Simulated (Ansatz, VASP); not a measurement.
EuO: VASP beside Ansatz

```xyz
2
Lattice="0.0000 2.5720 2.5720 2.5720 0.0000 2.5720 2.5720 2.5720 0.0000" Properties=species:S:1:pos:R:3 pbc="T T T"
Eu    0.0000    0.0000    0.0000
O     2.5720    2.5720    2.5720
```

Alike in both runs: task single point; functional PBE; k mesh 8 × 8 × 8; collinear spin; Hubbard terms Eu f U = 4.4 eV, J = 0.9 eV.

```csv
,VASP,Ansatz
version,VASP 6.6.1,Ansatz 0.2.0
potentials or method,"VASP PAW PBE potentials, release 64 (Eu, O)","plane waves, PAW"
plane-wave cutoff (eV),600,420
occupations,"methfessel-paxton of order 1, width 0.15 eV","cold, width 0.15 eV"
valence electrons in the cell,23,23
```

```tsv
	VASP	Ansatz	Ansatz less VASP
gap on the k mesh at the Fermi level (eV)	none	none	-
net moment per atom (μB)	3.50	3.50	0.000
size of the moment on the site where the two differ most (μB)	6.68	6.72	+0.037
```

Site moments also hang on the region over which each program counts them. The programs project onto different local orbitals, so the same U acts differently, and such runs can settle in different states. A gap of «none» marks a metal or a gap that the smearing closes. Ansatz's warnings: filled band counts differ across k points, moment headroom below auto, stability check not made.

Neither program's run includes spin-orbit coupling.
